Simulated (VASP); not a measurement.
# WC (Fm-3m) in VASP: further runs

WC is run at these levels: PBEsol; tasks: single point.

Everything below comes from runs of VASP 6.6.1. Logs are shortened: lines on timing, memory, paths and dates and some standing lists are left out, and cuts for length are marked.

## (1) The cell of the first run

The structure is cubic, space group Fm-3m (No. 225). Conventional cell: a = 4.385 Å, b = 4.385 Å, c = 4.385 Å, α = 90.00°, β = 90.00°, γ = 90.00°. Within 2.9 Å of W (site symmetry m-3m) lie 6 C at 2.19 Å. C (site symmetry m-3m) has 6 W at 2.19 Å within 2.9 Å.

## (2) Single point, PBEsol

INCAR reads:

```
ALGO = Normal
EDIFF = 1E-6
ENCUT = 520
GGA = PS
ISIF = 2
ISMEAR = -1
LASPH = T
LCHARG = T
LELF = T
LREAL = F
LVHAR = T
LWAVE = F
NBANDS = 16
NELM = 60
PREC = Accurate
SIGMA = 0.15
```

KPOINTS reads:

```
k-points
0
Gamma
  5 5 5
```

POSCAR reads:

```
WC
1.0
    0.0000000000      2.1926840000      2.1926840000
    2.1926840000      0.0000000000      2.1926840000
    2.1926840000      2.1926840000      0.0000000000
W C
1 1
Direct
    0.0000000000      0.0000000000      0.0000000000
    0.5000000000      0.5000000000      0.5000000000
```

Potentials or basis: VASP PAW PBE potentials, release 64 (W_sv, C).

Run with:

```
cat potpaw_PBE.64/W_sv/POTCAR potpaw_PBE.64/C/POTCAR > POTCAR
mpirun -np 1 vasp_std > vasp.out
```

OUTCAR:

```text
EDIFF = 1E-6
   ENCUT = 520
   GGA = PS
   ISIF = 2
   ISMEAR = -1
   LASPH = T
   LREAL = F
   NELM = 60
   PREC = Accurate

 ion  position               nearest neighbor table
   1  0.000  0.000  0.000-   2 2.19   2 2.19   2 2.19   2 2.19   2 2.19   2 2.19
   2  0.500  0.500  0.500-   1 2.19   1 2.19   1 2.19   1 2.19   1 2.19   1 2.19

  LATTYP: Found a face centered cubic cell.
 ALAT       =     4.3853680000

  Lattice vectors:

 A1 = (   0.0000000000,   2.1926840000,   2.1926840000)
 A2 = (   2.1926840000,   0.0000000000,   2.1926840000)
 A3 = (   2.1926840000,   2.1926840000,   0.0000000000)

Analysis of symmetry for initial positions (statically):
=====================================================================
 Subroutine PRICEL returns:
 Original cell was already a primitive cell.

 Routine SETGRP: Setting up the symmetry group for a
 face centered cubic supercell.

 Subroutine GETGRP returns: Found 48 space group operations
 (whereof 48 operations were pure point group operations)
 out of a pool of 48 trial point group operations.

The static configuration has the point symmetry O_h .

Analysis of symmetry for dynamics (positions and initial velocities):
=====================================================================
 Subroutine PRICEL returns:
 Original cell was already a primitive cell.

 Routine SETGRP: Setting up the symmetry group for a
 face centered cubic supercell.

 Subroutine GETGRP returns: Found 48 space group operations
 (whereof 48 operations were pure point group operations)
 out of a pool of 48 trial point group operations.

The dynamic configuration has the point symmetry O_h .

 Subroutine INISYM returns: Found 48 space group operations
 (whereof 48 operations are pure point group operations),
 and found     1 'primitive' translations

----------------------------------------------------------------------------------------

                                     Primitive cell

  volume of cell :      21.0842

  direct lattice vectors                    reciprocal lattice vectors
     0.000000000  2.192684000  2.192684000    -0.228031034  0.228031034  0.228031034
     2.192684000  0.000000000  2.192684000     0.228031034 -0.228031034  0.228031034
     2.192684000  2.192684000  0.000000000     0.228031034  0.228031034 -0.228031034

  length of vectors
     3.100923451  3.100923451  3.100923451     0.394961337  0.394961337  0.394961337

  position of ions in fractional coordinates (direct lattice)
     0.000000000  0.000000000  0.000000000
     0.500000000  0.500000000  0.500000000

  ion indices of the primitive-cell ions
   primitive index   ion index
                 1           1
                 2           2

----------------------------------------------------------------------------------------

 KPOINTS: k-points

Automatic generation of k-mesh.
 Grid dimensions read from file:
 generate k-points for:    5    5    5

 Generating k-lattice:

  Cartesian coordinates                     Fractional coordinates (reciprocal lattice)
    -0.045606207  0.045606207  0.045606207     0.200000000  0.000000000  0.000000000
     0.045606207 -0.045606207  0.045606207     0.000000000  0.200000000  0.000000000
     0.045606207  0.045606207 -0.045606207     0.000000000  0.000000000  0.200000000

  Length of vectors
     0.078992267  0.078992267  0.078992267

  Shift w.r.t. Gamma in fractional coordinates (k-lattice)
     0.000000000  0.000000000  0.000000000

 Subroutine IBZKPT returns following result:
 ===========================================

 Found     10 irreducible k-points:

 Following reciprocal coordinates:
            Coordinates               Weight
  0.000000  0.000000  0.000000      1.000000
  0.200000  0.000000  0.000000      8.000000
  0.400000  0.000000  0.000000      8.000000
  0.200000  0.200000  0.000000      6.000000
  0.400000  0.200000  0.000000     24.000000
 -0.400000  0.200000  0.000000     24.000000
 -0.200000  0.200000  0.000000     12.000000
  0.400000  0.400000  0.000000      6.000000
 -0.400000  0.400000  0.000000     12.000000
 -0.400000  0.400000  0.200000     24.000000
   k-points           NKPTS =     10   k-points in BZ     NKDIM =     10   number of bands    NBANDS=     16
   number of dos      NEDOS =    301   number of ions     NIONS =      2
   total plane-waves  NPLWV =  13824
   dimension x,y,z NGX =    24 NGY =   24 NGZ =   24
   dimension x,y,z NGXF=    48 NGYF=   48 NGZF=   48
   ions per type =               1   1
   NGX,Y,Z   is equivalent  to a cutoff of  12.87, 12.87, 12.87 a.u.
   NGXF,Y,Z  is equivalent  to a cutoff of  25.73, 25.73, 25.73 a.u.
 SYSTEM =  unknown system
   PREC   = accura    normal or accurate (medium, high low for compatibility)
   ISTART =      0    job   : 0-new  1-cont  2-samecut
   ICHARG =      2    charge: 1-file 2-atom 10-const
   ISPIN  =      1    spin polarized calculation?
   LNONCOLLINEAR =      F non collinear calculations
   LSORBIT =      F    spin-orbit coupling
   LASPH  =      T    aspherical Exc in radial PAW
   ENCUT  =  520.0 eV  38.22 Ry    6.18 a.u.   5.77  5.77  5.77*2*pi/ulx,y,z
   NELM   =     60;   NELMIN=  2; NELMDL= -5     # of ELM steps
   EDIFF  = 0.1E-05   stopping-criterion for ELM
   LREAL  =      F    real-space projection
   EDIFFG = 0.1E-04   stopping-criterion for IOM
   NSW    =      0    number of steps for IOM
   IBRION =     -1    ionic relax: 0-MD 1-quasi-New 2-CG
   NFREE  =      0    steps in history (QN), initial steepest desc. (CG)
   ISIF   =      2    stress and relaxation
   ISYM   =      2    0-nonsym 1-usesym 2-fastsym
   POTIM  = 0.5000    time-step for ionic-motion
   TEBEG  =    0.0;   TEEND  =   0.0 temperature during run
   PSTRESS=    0.0 pullay stress
   NELECT =      18.0000    total number of electrons
   NUPDOWN=      -1.0000    fix difference up-down
   EMIN   =  10.00;   EMAX   =-10.00  energy-range for DOS
   EFERMI =   0.00;   METHOD = LEGACY
   ISMEAR =    -1;   SIGMA  =   0.15  broadening in eV -4-tet -1-fermi 0-gaus
   EFERMI_NEDOS =   21; number of points for ismear=-14 and -15
   IALGO  =     38    algorithm
   IMIX   =      4    mixing-type and parameters
     AMIX     =   0.40;   BMIX     =  1.00
     AMIX_MAG =   1.60;   BMIX_MAG =  1.00
  volume/ion in A,a.u.               =      10.54        71.14
  Fermi-wavevector in a.u.,A,eV,Ry     =   1.553029  2.934800 32.815887  2.411900
  Thomas-Fermi vector in A             =   2.657319
   LORBIT       =      0    0 simple, 1 ext, 2 COOP (PROOUT), +10 PAW based schemes
   GGA     = PS    functional components
   LHFCALC =     F    Hartree Fock is set to
   AEXX    =    0.0000 exact exchange contribution
   IVDW    =     0    specifies the selected vdW correction
   LEPSILON=     F    determine dielectric tensor
   LRPA    =     F    only Hartree local field effects (RPA)
 non-spin polarized calculation
  energy-cutoff  :      520.00
  volume of cell :       21.08
 maximum number of plane-waves:       572
   NGX = 11   NGY = 11   NGZ = 11

 number of electron      18.0000001 magnetization

 Free energy of the ion-electron system (eV)
  ---------------------------------------------------
  ext. energy  EPLUGINS =         0.00000000
  ---------------------------------------------------
  free energy    TOTEN  =       -23.05839013 eV

  energy without entropy =      -22.99614577  energy(sigma->0) =      -23.02726795

 E-fermi :  12.3862     XC(G=0): -13.8423

 val. band max:       12.0342676952   @ k =   0.2000   0.0000   0.0000
 cond. band min:      12.5875141708   @ k =  -0.4000   0.2000   0.0000
 fundamental gap:      0.5532464756
 Fermi energy:        12.3862007409

 k-point     1 :       0.0000    0.0000    0.0000
  band No.  band energies     occupation
      1     -63.1830      2.00000
      2     -27.1725      2.00000
      3     -27.1725      2.00000
      4     -27.1725      2.00000
      5      -3.4982      2.00000
      6       9.4637      2.00000
      7       9.4637      2.00000
      8       9.4637      2.00000
      9      11.2531      1.99895
     10      11.2531      1.99895
     11      11.2799      1.99875
     12      11.2799      1.99875
     13      11.2799      1.99875
     14      18.8104      0.00000
     15      21.8698      0.00000
     16      35.4730      0.00000

 k-point     2 :       0.2000    0.0000    0.0000
  band No.  band energies     occupation
      1     -63.1703      2.00000
      2     -27.3816      2.00000
      3     -27.1953      2.00000
      4     -27.1953      2.00000
      5      -2.4241      2.00000
      6       6.9388      2.00000
      7       7.6791      2.00000
      8       7.6791      2.00000
      9      10.6761      1.99998
     10      10.6761      1.99998
     11      12.0343      1.82527
     12      15.7569      0.00000
     13      15.7569      0.00000
     14      20.3735      0.00000
     15      23.9363      0.00000
     16      29.9351      0.00000

 k-point     3 :       0.4000    0.0000    0.0000
  band No.  band energies     occupation
      1     -63.1497      2.00000
      2     -27.7054      2.00000
      3     -27.2318      2.00000
      4     -27.2318      2.00000
      5       0.1290      2.00000
      6       3.5582      2.00000
      7       5.9179      2.00000
      8       5.9179      2.00000
      9      12.7707      0.14303
     10      12.7707      0.14303
     11      13.6768      0.00037
     12      18.5452      0.00000
     13      20.1312      0.00000
     14      20.1312      0.00000
     15      25.1563      0.00000
     16      25.1563      0.00000

 k-point     4 :       0.2000    0.2000    0.0000
  band No.  band energies     occupation
      1     -63.1661      2.00000
      2     -27.3652      2.00000
      3     -27.2452      2.00000
      4     -27.2452      2.00000
      5      -2.2064      2.00000
      6       5.9609      2.00000
      7       8.1688      2.00000
      8       8.8440      2.00000
      9       8.8440      2.00000
     10      11.8120      1.95743
     11      13.5741      0.00073
     12      13.5742      0.00073
     13      16.2534      0.00000
     14      21.7632      0.00000
     15      24.9449      0.00000
     16      29.2452      0.00000

 k-point     5 :       0.4000    0.2000    0.0000
  band No.  band energies     occupation
      1     -63.1480      2.00000
      2     -27.6013      2.00000
      3     -27.3109      2.00000
      4     -27.2902      2.00000
      5      -0.7025      2.00000
      6       4.5551      2.00000
      7       6.4388      2.00000
      8       7.3995      2.00000
      9      10.2030      2.00000
     10      13.3277      0.00375
     11      14.3214      0.00000
     12      16.3227      0.00000
     13      18.8073      0.00000
     14      22.3279      0.00000
     15      23.4885      0.00000
     16      26.8532      0.00000

 k-point     6 :      -0.4000    0.2000    0.0000
  band No.  band energies     occupation
      1     -63.1411      2.00000
      2     -27.6789      2.00000
      3     -27.3864      2.00000
      4     -27.2685      2.00000
      5       0.4391      2.00000
      6       3.5123      2.00000
      7       6.1180      2.00000
      8       6.2034      2.00000
      9      12.5875      0.41433
     10      12.9331      0.05088
     11      14.0889      0.00002
     12      18.0458      0.00000
     13      20.0709      0.00000
     14      20.3936      0.00000
     15      24.4349      0.00000
     16      25.2897      0.00000

 k-point     7 :      -0.2000    0.2000    0.0000
  band No.  band energies     occupation
      1     -63.1549      2.00000
      2     -27.5306      2.00000
      3     -27.3317      2.00000
      4     -27.2098      2.00000
      5      -0.9953      2.00000
      6       4.9650      2.00000
      7       6.3941      2.00000
      8       6.7001      2.00000
      9      11.0080      1.99980
     10      13.1672      0.01090
     11      13.7568      0.00022
     12      15.0168      0.00000
     13      19.9397      0.00000
     14      20.8694      0.00000
     15      24.9494      0.00000
     16      25.6001      0.00000

 k-point     8 :       0.4000    0.4000    0.0000
  band No.  band energies     occupation
      1     -63.1384      2.00000
      2     -27.6538      2.00000
      3     -27.3619      2.00000
      4     -27.3619      2.00000
      5      -1.1736      2.00000
      6       5.8823      2.00000
      7       6.6564      2.00000
      8       9.5239      2.00000
      9       9.5239      2.00000
     10      12.8654      0.07874
     11      14.7039      0.00000
     12      14.7039      0.00000
     13      18.7442      0.00000
     14      19.6537      0.00000
     15      24.4041      0.00000
     16      29.0310      0.00000

 k-point     9 :      -0.4000    0.4000    0.0000
  band No.  band energies     occupation
      1     -63.1342      2.00000
      2     -27.6417      2.00000
      3     -27.4706      2.00000
      4     -27.3487      2.00000
      5      -0.7060      2.00000
      6       5.7441      2.00000
      7       6.4421      2.00000
      8       7.9353      2.00000
      9      10.1190      2.00000
     10      13.9363      0.00006
     11      14.7070      0.00000
     12      16.0252      0.00000
     13      17.3311      0.00000
     14      21.3010      0.00000
     15      23.8810      0.00000
     16      26.7866      0.00000

 k-point    10 :      -0.4000    0.4000    0.2000
  band No.  band energies     occupation
      1     -63.1368      2.00000
      2     -27.6040      2.00000
      3     -27.4699      2.00000
      4     -27.3409      2.00000
      5      -0.2760      2.00000
      6       5.0380      2.00000
      7       6.2069      2.00000
      8       6.7414      2.00000
      9      11.7271      1.97560
     10      13.3363      0.00354
     11      14.6753      0.00000
     12      15.6766      0.00000
     13      18.4895      0.00000
     14      22.8951      0.00000
     15      23.9107      0.00000
     16      25.3537      0.00000

------------------------ aborting loop because EDIFF is reached ----------------------------------------

  FORCE on cell =-STRESS in cart. coord.  units (eV):
  Direction    XX          YY          ZZ          XY          YZ          ZX
  --------------------------------------------------------------------------------------
  -------------------------------------------------------------------------------------
  Total       -1.2304419     -1.2304419     -1.2304419      0.0000000      0.0000000     -0.0000000
  in kB      -93.5004167    -93.5004167    -93.5004167      0.0000000      0.0000000     -0.0000000
  external PRESSURE =     -93.5004167 kB  Pullay stress =       0.0000000 kB

 VOLUME and BASIS-vectors are now :
 -----------------------------------------------------------------------------
  energy-cutoff  :      520.00
  volume of cell :       21.08
      direct lattice vectors                 reciprocal lattice vectors
     0.000000000  2.192684000  2.192684000    -0.228031034  0.228031034  0.228031034
     2.192684000  0.000000000  2.192684000     0.228031034 -0.228031034  0.228031034
     2.192684000  2.192684000  0.000000000     0.228031034  0.228031034 -0.228031034

 POSITION                                       TOTAL-FORCE (eV/Angst)
 -----------------------------------------------------------------------------------
      0.00000      0.00000      0.00000         0.000000      0.000000     -0.000000
      2.19268      2.19268      2.19268         0.000000      0.000000      0.000000
 -----------------------------------------------------------------------------------
    total drift:                                0.000000     -0.000000     -0.000000

  FREE ENERGIE OF THE ION-ELECTRON SYSTEM (eV)
  ---------------------------------------------------
  free  energy   TOTEN  =       -23.0583901256 eV

  energy  without entropy=      -22.9961457651  energy(sigma->0) =      -23.02726795
```

Run time: 2.5 s. Hardware: 1 thread of Intel Xeon 6975P-C, shared host; peak memory 0.14 GiB.

Results:

| Quantity | Value |
| --- | --- |
| Free energy | -23.0584 eV |
| Pressure | -9.4 GPa |
| Band gap on the k mesh | zero (band 9 reaches 12.77 eV, above the bottom of band 10 at 10.68 eV) |

Caveat: the k points lie up to 0.50 Å⁻¹ apart; the PAW data sets were made with another functional, which shifts forces and pressure a little; spin-orbit coupling is left out, which moves the levels of the heavy elements.

## (3) Single point, PBEsol

INCAR reads:

```
ALGO = Normal
EDIFF = 1E-6
ENCUT = 520
GGA = PS
ISIF = 2
ISMEAR = -1
LASPH = True
LCHARG = True
LELF = True
LREAL = False
LVHAR = True
LWAVE = False
NBANDS = 16
NELM = 100
PREC = Accurate
SIGMA = 0.15
```

KPOINTS reads:

```
k-points
0
Gamma
  6 6 6
```

POSCAR is that of step 2.

Potentials or basis: VASP PAW PBE potentials, release 64 (W_sv, C).

Run with:

```
cat potpaw_PBE.64/W_sv/POTCAR potpaw_PBE.64/C/POTCAR > POTCAR
mpirun -np 1 vasp_std > vasp.out
```

Wall time 3.2 s (1 thread of Intel Xeon 6975P-C, shared host); peak memory 0.14 GiB.

The run converged. Its results:

* Free energy: -22.9721 eV
* Pressure: -7.9 GPa
* Band gap on the k mesh: zero (band 9 reaches 13.30 eV, above the bottom of band 10 at 10.43 eV)

Levels at points of the mesh, in eV from the Fermi level:
```tsv
k point	band 7	band 8	band 9	band 10	band 11	band 12
(0.00, 0.00, 0.00)	-2.73	-2.73	-1.00	-1.00	-1.00	-0.95
(0.50, 0.00, 0.00)	-6.55	-6.55	1.08	1.08	2.36	4.93
(0.50, 0.50, 0.00)	-5.56	-2.45	-2.45	0.88	2.31	2.31
```

Caveat: the k points lie up to 0.41 Å⁻¹ apart; the PAW data sets were made with another functional, which shifts forces and pressure a little; spin-orbit coupling is left out, which moves the levels of the heavy elements.

## (4) Single point, PBEsol

INCAR reads:

```
ALGO = Normal ; EDIFF = 1E-7
ENCUT = 520 ; GGA = PS
ISIF = 2 ; ISMEAR = -1
LASPH = True ; LCHARG = False
LREAL = False ; LWAVE = False
NBANDS = 16 ; NELM = 100
PREC = Accurate ; SIGMA = 0.15
```

KPOINTS reads:

```
k-points
0
Gamma
  8 8 8
```

POSCAR is that of step 3.

Run with:

```
cat potpaw_PBE.64/W_sv/POTCAR potpaw_PBE.64/C/POTCAR > POTCAR
mpirun -np 1 vasp_std > vasp.out
```

Wall time 4.2 s (1 thread of Intel Xeon 6975P-C, shared host); peak memory 0.14 GiB.

The run converged. Its results:

* Free energy: -23.0171 eV
* Pressure: -8.5 GPa
* Band gap on the k mesh: zero (band 9 reaches 13.30 eV, above the bottom of band 10 at 10.19 eV)

Levels at points of the mesh, in eV from the Fermi level:
```tsv
k point	band 7	band 8	band 9	band 10	band 11	band 12
(0.00, 0.00, 0.00)	-2.82	-2.82	-1.09	-1.09	-1.09	-1.03
(0.50, 0.00, 0.00)	-6.63	-6.63	0.99	0.99	2.27	4.84
(0.50, 0.50, 0.00)	-5.65	-2.54	-2.54	0.79	2.22	2.22
```

Caveat: the PAW data sets were made with another functional, which shifts forces and pressure a little; spin-orbit coupling is left out, which moves the levels of the heavy elements.

## (5) The runs side by side

```tsv
k mesh	gap on the mesh (eV)	pressure (GPa)
5 × 5 × 5	none	-9.4
6 × 6 × 6	none	-7.9
8 × 8 × 8	none	-8.5
```

Alike in all rows: task single point; level PBEsol; potentials or basis VASP PAW PBE potentials, release 64 (W_sv, C); no spin polarisation; cell as given; cutoff (eV) 520; smearing fermi-dirac 0.15 eV.

Caveats: some runs use coarse meshes; the PAW data sets were made with another functional, which shifts forces and pressure a little; spin-orbit coupling is left out, which moves the levels of the heavy elements.

Absolute energies hang on the potentials; compare differences alone.
